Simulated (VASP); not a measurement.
Crystal: SrPd5.

```
Sr Pd
1.0
     5.38300    0.00000    0.00000
    -2.69150    4.66181    0.00000
     0.00000    0.00000    4.39200
Sr Pd
1 5
Direct
  0.00000 0.00000 0.00000
  0.33333 0.66667 0.00000
  0.66667 0.33333 0.00000
  0.50000 0.00000 0.50000
  0.50000 0.50000 0.50000
  0.00000 0.50000 0.50000
```

Base run:

| Property | Result |
| --- | --- |
| Program | VASP 6.6.1 |
| Functional | LDA |
| Potentials or basis | VASP PAW LDA potentials, release 64 (Sr_sv, Pd) |
| Cutoff | 520 eV |
| k mesh | 4 × 4 × 4 |
| Occupations | fermi-dirac, width 0.1 eV |
| Spin | no spin polarisation |

Its results: band gap on the k mesh zero (band 30 reaches 7.26 eV, above the bottom of band 31 at 6.59 eV); pressure -5.8 GPa.

Problem. After a change of settings the same cell gave: band gap on the k mesh zero (band 30 reaches 7.16 eV, above the bottom of band 31 at 6.28 eV); pressure -6.5 GPa. Which change was it?
A. k mesh from 4 × 4 × 4 to 5 × 5 × 5
B. k mesh from 4 × 4 × 4 to 2 × 2 × 3
C. k mesh from 4 × 4 × 4 to 3 × 3 × 3
D. k mesh from 4 × 4 × 4 to 2 × 2 × 2

Solution. C.

Caveats: some runs use coarse meshes.
